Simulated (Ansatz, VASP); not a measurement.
**KF: VASP beside Ansatz**

```xyz
2
Lattice="3.2590 0.0000 0.0000 0.0000 3.2590 0.0000 0.0000 0.0000 3.2590" Properties=species:S:1:pos:R:3 pbc="T T T"
K     0.0000    0.0000    0.0000
F     1.6295    1.6295    1.6295
```

Alike in both runs: task single point; functional LDA; k mesh 9 × 9 × 9; occupations fermi-dirac, width 0.02 eV; no spin polarisation.

|  | VASP | Ansatz |
| --- | --- | --- |
| version | VASP 6.6.1 | Ansatz 0.2.0 |
| potentials or method | VASP PAW LDA potentials, release 64 (K_sv, F), cutoff 520 eV | all-electron LAPW, non-relativistic |

VASP gave:

| Item | Value |
| --- | --- |
| gap on the k mesh at the Fermi level (eV) | 5.92 |
| pressure (GPa) | -5.7 |

Problem. What did Ansatz give for the same quantities?

Solution. gap on the k mesh at the Fermi level (eV): 6.02; pressure (GPa): -5.7.

LDA's correlation is that of Perdew and Zunger in VASP and of Perdew and Wang (1992) in Ansatz. Ansatz ran all-electron here, and VASP with PAW potentials.
